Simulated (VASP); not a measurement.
# HfNb2CN2 (Cmmm) in VASP: relaxation of cell and atoms with PBE

Aim: the relaxation of cell and atoms of HfNb2CN2 with PBE.

Everything below comes from runs of VASP 6.6.1. Logs are shortened: lines on timing, memory, paths and dates and some standing lists are left out, and cuts for length are marked.

## (1) The cell of the first run

Symmetry: Cmmm, No. 65, orthorhombic system. Conventional cell: a = 5.259 Å, b = 9.969 Å, c = 2.913 Å, α = 90.00°, β = 90.00°, γ = 90.00°. Hf (site symmetry mmm) has 2 Hf at 2.91 Å and 4 C at 3.01 Å and 6 Nb at 3.11 to 3.31 Å and 8 N at 3.17 Å within 3.8 Å. Within 2.8 Å of Nb (site symmetry m2m) lie 4 N at 2.13 Å and 2 C at 2.22 Å. C (site symmetry mmm) has 4 Nb at 2.22 Å and 4 N at 2.82 Å and 2 C at 2.91 Å and 4 Hf at 3.01 Å within 3.1 Å. Within 3.0 Å of N (site symmetry 2/m) lie 4 Nb at 2.13 Å and 4 N at 2.63 to 2.91 Å and 2 C at 2.82 Å.

The cell was generated, and may not be a known phase.

## (2) Relaxation of cell and atoms, PBE

File INCAR:

```
PREC     = Accurate       # precision mode
ENCUT    = 600            # plane-wave cutoff, eV
EDIFF    = 1E-6           # SCF threshold, eV
ISMEAR   = 0              # smearing method
SIGMA    = 0.1            # smearing width, eV
LREAL    = False          # projectors in reciprocal space
LASPH    = True           # aspherical terms in the spheres
NELM     = 80             # most SCF steps
ALGO     = Normal         # electronic algorithm
ISIF     = 3              # what is computed and relaxed
LWAVE    = False          # write WAVECAR
LCHARG   = False          # write CHGCAR
GGA      = PE             # functional
IBRION   = 2              # ionic algorithm
NSW      = 100            # ionic steps
EDIFFG   = -0.01          # ionic threshold
```

File KPOINTS:

```
Automatic mesh
0
Gamma
  8 8 12
```

File POSCAR:

```
HfNb2CN2
1.0
    2.6294809037     -4.9842527840      0.0000000000
    2.6294809037      4.9842527840      0.0000000000
    0.0000000000      0.0000000000      2.9134162957
Hf Nb C N
1 2 1 2
Direct
    0.5000000000      0.5000000000      0.0000000000
    0.1674780922      0.8325219078      0.0000000000
    0.8325219078      0.1674780922      0.0000000000
    0.0000000000      0.0000000000      0.5000000000
    0.0000000000      0.5000000000      0.5000000000
    0.5000000000      0.0000000000      0.5000000000
```

Potentials or basis: VASP PAW PBE potentials, release 64 (Hf_pv, Nb_sv, C, N).

Command:

```console
$ cat potpaw_PBE.64/Hf_pv/POTCAR potpaw_PBE.64/Nb_sv/POTCAR potpaw_PBE.64/C/POTCAR potpaw_PBE.64/N/POTCAR > POTCAR
$ mpirun -np 1 vasp_std > vasp.out
```

OUTCAR:

```text
PREC = Accurate
   ENCUT = 600
   EDIFF = 1E-6
   ISMEAR = 0
   LREAL = False
   LASPH = True
   NELM = 80
   ISIF = 3
   GGA = PE
   IBRION = 2
   NSW = 100
   EDIFFG = -0.01

 ion  position               nearest neighbor table
   1  0.500  0.500  0.000-   2 3.11   3 3.11   2 3.11   3 3.11   2 3.31   3 3.31
   2  0.167  0.833  0.000-   5 2.13   6 2.13   5 2.13   6 2.13   4 2.22   4 2.22   1 3.11   1 3.11
                             1 3.31
   3  0.833  0.167  0.000-   5 2.13   6 2.13   5 2.13   6 2.13   4 2.22   4 2.22   1 3.11   1 3.11
                             1 3.31
   4  0.000  0.000  0.500-   2 2.22   3 2.22   2 2.22   3 2.22
   5  0.000  0.500  0.500-   2 2.13   3 2.13   2 2.13   3 2.13
   6  0.500  0.000  0.500-   2 2.13   3 2.13   2 2.13   3 2.13

  LATTYP: Found a base centered orthorhombic cell.
 ALAT       =     5.2589618074
 B/A-ratio  =     1.8955272795
 C/A-ratio  =     0.5539907690

  Lattice vectors:

 A1 = (   2.6294809037,  -4.9842527840,   0.0000000000)
 A2 = (   2.6294809037,   4.9842527840,   0.0000000000)
 A3 = (   0.0000000000,   0.0000000000,   2.9134162957)

Analysis of symmetry for initial positions (statically):
=====================================================================
 Subroutine PRICEL returns:
 Original cell was already a primitive cell.

 Routine SETGRP: Setting up the symmetry group for a
 base centered orthorhombic supercell.

 Subroutine GETGRP returns: Found  8 space group operations
 (whereof  8 operations were pure point group operations)
 out of a pool of  8 trial point group operations.

The static configuration has the point symmetry D_2h.

Analysis of symmetry for dynamics (positions and initial velocities):
=====================================================================
 Subroutine PRICEL returns:
 Original cell was already a primitive cell.

 Routine SETGRP: Setting up the symmetry group for a
 base centered orthorhombic supercell.

 Subroutine GETGRP returns: Found  8 space group operations
 (whereof  8 operations were pure point group operations)
 out of a pool of  8 trial point group operations.

The dynamic configuration has the point symmetry D_2h.

 Subroutine INISYM returns: Found  8 space group operations
 (whereof  8 operations are pure point group operations),
 and found     1 'primitive' translations

----------------------------------------------------------------------------------------

                                     Primitive cell

  volume of cell :      76.3665

  direct lattice vectors                    reciprocal lattice vectors
     2.629480904 -4.984252784  0.000000000     0.190151600 -0.100315939  0.000000000
     2.629480904  4.984252784  0.000000000     0.190151600  0.100315939  0.000000000
     0.000000000  0.000000000  2.913416296     0.000000000  0.000000000  0.343239654

  length of vectors
     5.635330127  5.635330127  2.913416296     0.214990508  0.214990508  0.343239654

  position of ions in fractional coordinates (direct lattice)
     0.500000000  0.500000000  0.000000000
     0.167478092  0.832521908  0.000000000
     0.832521908  0.167478092  0.000000000
     0.000000000  0.000000000  0.500000000
     0.000000000  0.500000000  0.500000000
     0.500000000  0.000000000  0.500000000

  ion indices of the primitive-cell ions
   primitive index   ion index
                 1           1
                 2           2
                 3           3
                 4           4
                 5           5
                 6           6

----------------------------------------------------------------------------------------

 KPOINTS: Automatic mesh

Automatic generation of k-mesh.
 Grid dimensions read from file:
 generate k-points for:    8    8   12

 Generating k-lattice:

  Cartesian coordinates                     Fractional coordinates (reciprocal lattice)
     0.023768950 -0.012539492  0.000000000     0.125000000  0.000000000  0.000000000
     0.023768950  0.012539492  0.000000000     0.000000000  0.125000000  0.000000000
     0.000000000  0.000000000  0.028603304     0.000000000  0.000000000  0.083333333

  Length of vectors
     0.026873813  0.026873813  0.028603304

  Shift w.r.t. Gamma in fractional coordinates (k-lattice)
     0.000000000  0.000000000  0.000000000

 Subroutine IBZKPT returns following result:
 ===========================================

 Found    147 irreducible k-points:

 Following reciprocal coordinates:
            Coordinates               Weight
  0.000000  0.000000  0.000000      1.000000
  0.125000  0.000000  0.000000      4.000000
  0.250000  0.000000  0.000000      4.000000
  0.375000  0.000000  0.000000      4.000000
  0.500000  0.000000  0.000000      2.000000
  0.125000  0.125000  0.000000      2.000000
[... 16 lines left out ...]
  0.125000  0.000000  0.083333      8.000000
  0.250000  0.000000  0.083333      8.000000
 [... further k-points ...]
   k-points           NKPTS =    147   k-points in BZ     NKDIM =    147   number of bands    NBANDS=     30
   number of dos      NEDOS =    301   number of ions     NIONS =      6
   total plane-waves  NPLWV =  55296
   dimension x,y,z NGX =    48 NGY =   48 NGZ =   24
   dimension x,y,z NGXF=    96 NGYF=   96 NGZF=   48
   ions per type =               1   2   1   2
   NGX,Y,Z   is equivalent  to a cutoff of  14.16, 14.16, 13.69 a.u.
   NGXF,Y,Z  is equivalent  to a cutoff of  28.32, 28.32, 27.39 a.u.
 SYSTEM =  unknown system
   PREC   = accura    normal or accurate (medium, high low for compatibility)
   ISTART =      0    job   : 0-new  1-cont  2-samecut
   ICHARG =      2    charge: 1-file 2-atom 10-const
   ISPIN  =      1    spin polarized calculation?
   LNONCOLLINEAR =      F non collinear calculations
   LSORBIT =      F    spin-orbit coupling
   LASPH  =      T    aspherical Exc in radial PAW
   ENCUT  =  600.0 eV  44.10 Ry    6.64 a.u.  11.26 11.26  5.82*2*pi/ulx,y,z
   NELM   =     80;   NELMIN=  2; NELMDL= -5     # of ELM steps
   EDIFF  = 0.1E-05   stopping-criterion for ELM
   LREAL  =      F    real-space projection
   EDIFFG = -.1E-01   stopping-criterion for IOM
   NSW    =    100    number of steps for IOM
   IBRION =      2    ionic relax: 0-MD 1-quasi-New 2-CG
   NFREE  =      1    steps in history (QN), initial steepest desc. (CG)
   ISIF   =      3    stress and relaxation
   ISYM   =      2    0-nonsym 1-usesym 2-fastsym
   POTIM  = 0.5000    time-step for ionic-motion
   TEBEG  =    0.0;   TEEND  =   0.0 temperature during run
   PSTRESS=    0.0 pullay stress
   NELECT =      50.0000    total number of electrons
   NUPDOWN=      -1.0000    fix difference up-down
   EMIN   =  10.00;   EMAX   =-10.00  energy-range for DOS
   EFERMI =   0.00;   METHOD = LEGACY
   ISMEAR =     0;   SIGMA  =   0.10  broadening in eV -4-tet -1-fermi 0-gaus
   EFERMI_NEDOS =   21; number of points for ismear=-14 and -15
   IALGO  =     38    algorithm
   IMIX   =      4    mixing-type and parameters
     AMIX     =   0.40;   BMIX     =  1.00
     AMIX_MAG =   1.60;   BMIX_MAG =  1.00
  volume/ion in A,a.u.               =      12.73        85.89
  Fermi-wavevector in a.u.,A,eV,Ry     =   1.421556  2.686351 27.494943  2.020821
  Thomas-Fermi vector in A             =   2.542353
   LORBIT       =      0    0 simple, 1 ext, 2 COOP (PROOUT), +10 PAW based schemes
   GGA     = PE    functional components
   LHFCALC =     F    Hartree Fock is set to
   AEXX    =    0.0000 exact exchange contribution
   IVDW    =     0    specifies the selected vdW correction
   LEPSILON=     F    determine dielectric tensor
   LRPA    =     F    only Hartree local field effects (RPA)
 conjugate gradient relaxation of ions
 non-spin polarized calculation
 Gauss-broadening in eV      SIGMA  =   0.10
  energy-cutoff  :      600.00
  volume of cell :       76.37
 maximum number of plane-waves:      2582
 NGX is ok and might be reduce to    48
   NGX = 23   NGY = 23   NGZ = 11

--------------------------------------- Ionic step        1  -------------------------------------------

 number of electron      49.9999998 magnetization

 Free energy of the ion-electron system (eV)
  ---------------------------------------------------
  ext. energy  EPLUGINS =         0.00000000
  ---------------------------------------------------
  free energy    TOTEN  =       -57.41793552 eV

  energy without entropy =      -57.40430244  energy(sigma->0) =      -57.41111898

------------------------ aborting loop because EDIFF is reached ----------------------------------------

  FORCE on cell =-STRESS in cart. coord.  units (eV):
  Direction    XX          YY          ZZ          XY          YZ          ZX
  --------------------------------------------------------------------------------------
  -------------------------------------------------------------------------------------
  Total       -0.7126951     -0.6235732     -0.3283053      0.0000000      0.0000000      0.0000000
  in kB      -14.9524290    -13.0826405     -6.8878841      0.0000000      0.0000000      0.0000000
  external PRESSURE =     -11.6409845 kB  Pullay stress =       0.0000000 kB
[... 145 lines left out ...]
  energy  without entropy=      -57.4063546372  energy(sigma->0) =      -57.41311639

--------------------------------------- Ionic step        5  -------------------------------------------

 number of electron      49.9999998 magnetization

 Free energy of the ion-electron system (eV)
  ---------------------------------------------------
  ext. energy  EPLUGINS =         0.00000000
  ---------------------------------------------------
  free energy    TOTEN  =       -57.41992269 eV

  energy without entropy =      -57.40641349  energy(sigma->0) =      -57.41316809

 E-fermi :   9.4270     XC(G=0): -12.2912

 val. band max:        9.4237986008   @ k =  -0.3750   0.1250   0.1667
 cond. band min:       9.4278054050   @ k =   0.5000   0.5000   0.2500
 fundamental gap:      0.0040068042
 Fermi energy:         9.4270377985

 k-point     1 :       0.0000    0.0000    0.0000
  band No.  band energies     occupation
      1     -46.2928      2.00000
      2     -46.2325      2.00000
      3     -22.7283      2.00000
      4     -22.5653      2.00000
      5     -22.4219      2.00000
      6     -22.3826      2.00000
[... 781 lines left out ...]
     29      11.3361      0.00000
     30      11.6729      0.00000

 [... further k-points ...]
[... 5 lines left out ...]
  --------------------------------------------------------------------------------------
  -------------------------------------------------------------------------------------
  Total       -0.0233871      0.0466080     -0.0136840      0.0000000      0.0000000      0.0000000
  in kB       -0.4935240      0.9835412     -0.2887645      0.0000000      0.0000000      0.0000000
  external PRESSURE =       0.0670842 kB  Pullay stress =       0.0000000 kB
[... 21 lines left out ...]
  FREE ENERGIE OF THE ION-ELECTRON SYSTEM (eV)
  ---------------------------------------------------
  free  energy   TOTEN  =       -57.4199226879 eV

  energy  without entropy=      -57.4064134932  energy(sigma->0) =      -57.41316809

 reached required accuracy - stopping structural energy minimisation
```

It took 13 min on 1 thread of Intel Xeon 6975P-C (Granite Rapids), shared host; peak memory 0.56 GiB.

Results:

```
Free energy                           : -57.4199 eV
Relaxed volume                        : 12.65 Å³/atom
Relaxed cell                          : a = 5.620 Å, b = 5.620 Å, c = 2.914 Å, α = 90.00°, β = 90.00°, γ = 124.41°
Space group after relaxing (to 0.1 Å) : Cmmm (No. 65)
Energy gained by relaxing             : 0.3 meV/atom
Ionic steps                           : 5
Pressure after relaxing               : 0.0 GPa
Largest force after relaxing          : 0.005 eV/Å
Band gap on the k mesh                : zero (bands 25 and 26 overlap by 1.22 eV)
```

Forces in eV/Å, atoms in the order of the input:
```
Hf   0.000  0.000  0.000
Nb   0.000 -0.005  0.000
Nb   0.000  0.005  0.000
C    0.000  0.000  0.000
N    0.000  0.000  0.000
N    0.000  0.000  0.000
```

Step by step:
```tsv
step	energy change (eV)	largest force (eV/Å)	pressure (GPa)	volume (Å³)
1	0.0000	0.0221	-1.16	76.37
2	0.0013	0.0122	1.80	75.35
3	-0.0018	0.0076	0.11	75.92
4	-0.0019	0.0038	-0.05	75.92
5	-0.0020	0.0049	0.01	75.92
```

Final structure:
```
Hf Nb C N
1.0
     2.62067   -4.97140    0.00000
     2.62067    4.97140    0.00000
     0.00000    0.00000    2.91378
Hf Nb C N
1 2 1 2
Direct
  0.50000 0.50000 0.00000
  0.16755 0.83245 0.00000
  0.83245 0.16755 0.00000
  0.00000 0.00000 0.50000
  0.00000 0.50000 0.50000
  0.50000 0.00000 0.50000
```

Levels at points of the mesh, in eV from the Fermi level:
| k point | band 23 | band 24 | band 25 | band 26 | band 27 | band 28 |
| --- | --- | --- | --- | --- | --- | --- |
| (0.00, 0.00, 0.00) | -1.31 | -1.15 | -0.97 | -0.69 | 0.14 | 1.26 |
| (0.50, 0.00, 0.00) | -1.75 | -1.40 | -1.28 | -0.55 | 0.95 | 1.74 |
| (0.50, 0.50, 0.00) | -2.08 | -2.07 | -0.94 | -0.28 | 1.41 | 1.67 |
| (0.00, 0.00, 0.50) | -1.13 | -0.49 | -0.43 | 0.36 | 1.22 | 1.40 |
| (0.50, 0.00, 0.50) | -2.27 | -0.63 | -0.57 | 0.05 | 0.78 | 0.90 |
| (0.50, 0.50, 0.50) | -2.45 | -1.27 | -0.72 | -0.28 | 1.25 | 1.83 |

Caveat: spin-orbit coupling is left out, which moves the levels of the heavy elements.
